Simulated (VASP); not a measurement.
# NaF in VASP: notebook, part 2 of 2

VASP 6.6.1.

## 3. Single point, PBE

The input, INCAR:

```
ALGO = Normal ; EDIFF = 1E-6
ENCUT = 520 ; GGA = PE
ISIF = 2 ; ISMEAR = 0
LASPH = True ; LCHARG = False
LREAL = False ; LWAVE = False
NBANDS = 14 ; NELM = 60
PREC = Accurate ; SIGMA = 0.05
```

The input, KPOINTS:

```
k-points
0
Gamma
  8 8 8
```

The input, POSCAR:

```
NaF
1.0
    0.0000000000      2.3200000000      2.3200000000
    2.3200000000      0.0000000000      2.3200000000
    2.3200000000      2.3200000000      0.0000000000
Na F
1 1
Direct
    0.0000000000      0.0000000000      0.0000000000
    0.5000000000      0.5000000000      0.5000000000
```

Potentials or basis: VASP PAW PBE potentials, release 64 (Na_pv, F).

Started as:

```sh
$ cat potpaw_PBE.64/Na_pv/POTCAR potpaw_PBE.64/F/POTCAR > POTCAR
$ mpirun -np 1 vasp_std > vasp.out
```

OUTCAR:

```text
EDIFF = 1E-6
   ENCUT = 520
   GGA = PE
   ISIF = 2
   ISMEAR = 0
   LASPH = True
   LREAL = False
   NELM = 60
   PREC = Accurate

 ion  position               nearest neighbor table
   1  0.000  0.000  0.000-   2 2.32   2 2.32   2 2.32   2 2.32   2 2.32   2 2.32
   2  0.500  0.500  0.500-   1 2.32   1 2.32   1 2.32   1 2.32   1 2.32   1 2.32

  LATTYP: Found a face centered cubic cell.
 ALAT       =     4.6400000000

  Lattice vectors:

 A1 = (   0.0000000000,   2.3200000000,   2.3200000000)
 A2 = (   2.3200000000,   0.0000000000,   2.3200000000)
 A3 = (   2.3200000000,   2.3200000000,   0.0000000000)

Analysis of symmetry for initial positions (statically):
=====================================================================
 Subroutine PRICEL returns:
 Original cell was already a primitive cell.

 Routine SETGRP: Setting up the symmetry group for a
 face centered cubic supercell.

 Subroutine GETGRP returns: Found 48 space group operations
 (whereof 48 operations were pure point group operations)
 out of a pool of 48 trial point group operations.

The static configuration has the point symmetry O_h .

[... 166 lines left out ...]

 k-point     1 :       0.0000    0.0000    0.0000
  band No.  band energies     occupation
      1     -21.2674      2.00000
      2     -21.0595      2.00000
      3     -21.0595      2.00000
      4     -21.0595      2.00000
      5      -2.1012      2.00000
      6      -2.1012      2.00000
      7      -2.1012      2.00000
      8       4.1770      0.00000
      9      16.8472      0.00000
     10      16.8472      0.00000
     11      16.8472      0.00000
     12      19.7009      0.00000
     13      21.8741      0.00000
     14      21.8741      0.00000
[... 377 lines left out ...]
      1     -21.7418      2.00000
      2     -21.1131      2.00000
      3     -21.0900      2.00000
      4     -20.4237      2.00000
      5      -3.4016      2.00000
      6      -2.6745      2.00000
      7      -2.4356      2.00000
      8       9.6600      0.00000
      9      10.5831      0.00000
     10      14.9791      0.00000
     11      16.8247      0.00000
     12      20.0146      0.00000
     13      21.0746      0.00000
     14      25.8272      0.00000

 [... further k-points ...]
[... 5 lines left out ...]
  --------------------------------------------------------------------------------------
  -------------------------------------------------------------------------------------
  Total        0.2793862      0.2793862      0.2793862      0.0000000      0.0000000      0.0000000
  in kB       17.9234484     17.9234484     17.9234484      0.0000000      0.0000000      0.0000000
  external PRESSURE =      17.9234484 kB  Pullay stress =       0.0000000 kB

 VOLUME and BASIS-vectors are now :
 -----------------------------------------------------------------------------
  energy-cutoff  :      520.00
  volume of cell :       24.97
      direct lattice vectors                 reciprocal lattice vectors
     0.000000000  2.320000000  2.320000000    -0.215517241  0.215517241  0.215517241
     2.320000000  0.000000000  2.320000000     0.215517241 -0.215517241  0.215517241
     2.320000000  2.320000000  0.000000000     0.215517241  0.215517241 -0.215517241

 POSITION                                       TOTAL-FORCE (eV/Angst)
 -----------------------------------------------------------------------------------
      0.00000      0.00000      0.00000        -0.000000     -0.000000     -0.000000
      2.32000      2.32000      2.32000         0.000000      0.000000      0.000000
 -----------------------------------------------------------------------------------
    total drift:                                0.000000     -0.000000      0.000000

  FREE ENERGIE OF THE ION-ELECTRON SYSTEM (eV)
  ---------------------------------------------------
  free  energy   TOTEN  =        -8.5628471239 eV

  energy  without entropy=       -8.5628471239  energy(sigma->0) =       -8.56284712
```

Run time: 4.9 s. Hardware: 1 thread of Intel Xeon Platinum 8488C (Sapphire Rapids), shared host; peak memory 0.13 GiB.

Results:

* Free energy: -8.5628 eV
* Pressure: 1.8 GPa
* Band gap on the k mesh: 6.28 eV

PBE gaps usually lie below the measured ones, often by a third to a half.

## 4. Single point, LDA

The input, INCAR:

```
PREC     = Accurate       # precision mode
ENCUT    = 520            # plane-wave cutoff, eV
EDIFF    = 1E-6           # SCF threshold, eV
ISMEAR   = 0              # smearing method
SIGMA    = 0.1            # smearing width, eV
LREAL    = F              # projectors in reciprocal space
LASPH    = T              # aspherical terms in the spheres
NELM     = 60             # most SCF steps
ALGO     = Normal         # electronic algorithm
ISIF     = 2              # what is computed and relaxed
LWAVE    = F              # write WAVECAR
LCHARG   = F              # write CHGCAR
NBANDS   = 14             # bands
```

The input, KPOINTS:

```
Automatic mesh
0
Gamma
  7 7 7
```

The input, POSCAR:

```
NaF
1.0
    0.0000000000      2.3200000000      2.3200000000
    2.3200000000      0.0000000000      2.3200000000
    2.3200000000      2.3200000000      0.0000000000
Na F
1 1
Direct
   -0.0046440000      0.0073970000      0.0091130000
    0.4993530000      0.5032590000      0.4873860000
```

Potentials or basis: VASP PAW LDA potentials, release 64 (Na_pv, F).

Started as:

```sh
$ cat potpaw_LDA.64/Na_pv/POTCAR potpaw_LDA.64/F/POTCAR > POTCAR
$ mpirun -np 1 vasp_std > vasp.out
```

OUTCAR:

```text
PREC = Accurate
   ENCUT = 520
   EDIFF = 1E-6
   ISMEAR = 0
   LREAL = F
   LASPH = T
   NELM = 60
   ISIF = 2

 ion  position               nearest neighbor table
   1  0.995  0.007  0.009-   2 2.26   2 2.28   2 2.32   2 2.32
   2  0.499  0.503  0.487-   1 2.26   1 2.28   1 2.32   1 2.32

  LATTYP: Found a face centered cubic cell.
 ALAT       =     4.6400000000

  Lattice vectors:

 A1 = (   0.0000000000,   2.3200000000,   2.3200000000)
 A2 = (   2.3200000000,   0.0000000000,   2.3200000000)
[... 584 lines left out ...]
      9      12.0690      0.00000
     10      16.2502      0.00000
     11      16.4329      0.00000
     12      17.6661      0.00000
     13      21.4912      0.00000
     14      23.3262      0.00000

 [... further k-points ...]
[... 5 lines left out ...]
  --------------------------------------------------------------------------------------
  -------------------------------------------------------------------------------------
  Total       -0.6583787     -0.6898703     -0.7175026     -0.0074005      0.0000221     -0.0000672
  in kB      -42.2369390    -44.2572130    -46.0299107     -0.4747652      0.0014172     -0.0043098
  external PRESSURE =     -44.1746876 kB  Pullay stress =       0.0000000 kB

 VOLUME and BASIS-vectors are now :
 -----------------------------------------------------------------------------
  energy-cutoff  :      520.00
  volume of cell :       24.97
      direct lattice vectors                 reciprocal lattice vectors
     0.000000000  2.320000000  2.320000000    -0.215517241  0.215517241  0.215517241
     2.320000000  0.000000000  2.320000000     0.215517241 -0.215517241  0.215517241
     2.320000000  2.320000000  0.000000000     0.215517241  0.215517241 -0.215517241

 POSITION                                       TOTAL-FORCE (eV/Angst)
 -----------------------------------------------------------------------------------
      0.03830      2.33037      2.32639        -0.116350     -0.078180     -0.000754
      2.29830      2.28923      2.32606         0.116350      0.078180      0.000754
 -----------------------------------------------------------------------------------
    total drift:                                0.000395     -0.000241      0.000027

  FREE ENERGIE OF THE ION-ELECTRON SYSTEM (eV)
  ---------------------------------------------------
  free  energy   TOTEN  =        -9.2976239782 eV

  energy  without entropy=       -9.2976239782  energy(sigma->0) =       -9.29762398
```

stdout:

```text
POSCAR found type information on POSCAR NaF
 POSCAR found :  2 types and       2 ions
 scaLAPACK will be used
 LDA part: xc-table for (Slater(with rela. corr.)+CA(PZ))
 , standard interpolation
 POSCAR, INCAR and KPOINTS ok, starting setup
 FFT: planning ... GRIDC
 FFT: planning ... GRID_SOFT
 FFT: planning ... GRID
 WAVECAR not read
 entering main loop
```

Wall time 20 s (1 thread of Intel Xeon Platinum 8488C (Sapphire Rapids), shared host); peak memory 0.16 GiB.

What came out:

```
Free energy            : -9.2976 eV
Pressure               : -4.4 GPa
Largest force          : 0.140 eV/Å
Band gap on the k mesh : 5.93 eV
```

Forces in eV/Å, atoms in the order of the input:
```
Na  -0.116 -0.078 -0.001
F    0.116  0.078  0.001
```

Levels at points of the mesh, in eV from the valence-band top:
| k point | band 5 | band 6 | band 7 | band 8 | band 9 | band 10 |
| --- | --- | --- | --- | --- | --- | --- |
| (0.00, 0.00, 0.00) | 0.00 | 0.00 | 0.00 | 5.93 | 18.51 | 18.52 |

Caveat: the cell stands under tension. LDA gaps usually lie below the measured ones, often by a third to a half.

## 5. Single point, LDA

The input, INCAR:

```
SYSTEM = NaF
PREC = Accurate ; ENCUT = 520
EDIFF = 1E-6 ; ISMEAR = 0
SIGMA = 0.1 ; LREAL = .False.
LASPH = .True. ; NELM = 60
ALGO = Normal ; ISIF = 2
LWAVE = .False. ; LCHARG = .False.
GGA = CA ; NBANDS = 14
```

The input, KPOINTS:

```
Automatic mesh
0
Gamma
  7 7 7
  0 0 0
```

POSCAR is that of step 4.

Started as:

```sh
$ cat potpaw_LDA.64/Na_pv/POTCAR potpaw_LDA.64/F/POTCAR > POTCAR
$ mpirun -np 1 vasp_std > vasp.out
```

Wall time 19 s (1 thread of Intel Xeon Platinum 8488C (Sapphire Rapids), shared host); peak memory 0.15 GiB.

It converged, with:

* Free energy: -9.2976 eV
* Pressure: -4.4 GPa
* Largest force: 0.140 eV/Å
* Band gap on the k mesh: 5.93 eV

Forces on the atoms (eV/Å):
```
Na  -0.116 -0.078 -0.001
F    0.116  0.078  0.001
```

Stress tensor (GPa, compression positive):
```
-4.22 -0.05  0.00
-0.05 -4.43  0.00
 0.00  0.00 -4.60
```

Levels at points of the mesh, in eV from the valence-band top:
```csv
k point,band 4,band 5,band 6,band 7,band 8,band 9,band 10,band 11
"(0.00, 0.00, 0.00)",-18.69,0.00,0.00,0.00,5.93,18.51,18.52,18.53
```

Caveat: the cell stands under tension.
